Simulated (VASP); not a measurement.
Input of a VASP 6.6.1 run:

Contents of INCAR:

```
SYSTEM = Pt
ALGO = Normal
EDIFF = 1E-7
ENCUT = 520
GGA = PE
ISIF = 2
ISMEAR = -1
LASPH = .True.
LCHARG = .False.
LREAL = .False.
LWAVE = .False.
NBANDS = 11
NELM = 60
PREC = Accurate
SIGMA = 0.05
```

File KPOINTS:

```
k-points
0
Gamma
  16 16 16
  0 0 0
```

File POSCAR:

```
Pt
1.0
    0.0000000000      1.9849801419      1.9849801419
    1.9849801419      0.0000000000      1.9849801419
    1.9849801419      1.9849801419      0.0000000000
Pt
1
Direct
    0.0000000000      0.0000000000      0.0000000000
```

Potentials or basis: VASP PAW PBE potentials, release 64 (Pt).

Launch:

```bash
$ cat potpaw_PBE.64/Pt/POTCAR > POTCAR
$ mpirun -np 1 vasp_std > vasp.out
```

Problem. Estimate the pressure.

Solution. -0.5 GPa.

Problem. What does it give for the band gap on the k mesh?

Solution. Zero (band 5 reaches 11.03 eV, above the bottom of band 6 at 8.94 eV).

Caveat: spin-orbit coupling is left out, which moves the levels of the heavy elements.
